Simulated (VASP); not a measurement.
The system is Pd.

```
CELL_PARAMETERS angstrom
1.54500 1.54500 1.54500
-1.54500 1.54500 1.54500
-1.54500 -1.54500 1.54500
ATOMIC_POSITIONS crystal
Pd 0.00000 0.00000 0.00000
```

* Program: VASP 6.6.1
* Task: relaxation of cell and atoms
* Functional: LDA
* Potentials or basis: VASP PAW LDA potentials, release 64 (Pd)
* Cutoff: 500 eV
* k mesh: 10 × 10 × 10
* Occupations: fermi-dirac, width 0.05 eV
* Spin: no spin polarisation

At the start: pressure -6.9 GPa; volume 14.75 Å³/atom.

Question: How do energy, volume and symmetry change on relaxing?

Answer: Over 4 steps the energy falls by 11.2 meV/atom and the volume is 14.25 Å³/atom (-3.4 %); space group Im-3m (No. 229, to 0.05 Å).

Step by step:
```csv
step,energy change (eV),largest force (eV/Å),pressure (GPa),volume (Å³)
1,0.0000,0.0000,-6.87,14.75
2,0.0247,0.0000,15.12,13.44
3,-0.0111,0.0000,-0.14,14.26
4,-0.0112,0.0000,0.01,14.25
```

Final structure:
```yaml
crystal:
  lattice:
    - [1.52730, 1.52730, 1.52730]
    - [-1.52730, 1.52730, 1.52730]
    - [-1.52730, -1.52730, 1.52730]
  atoms:
    - { symbol: Pd, position: [0.00000, 0.00000, 0.00000] }
```
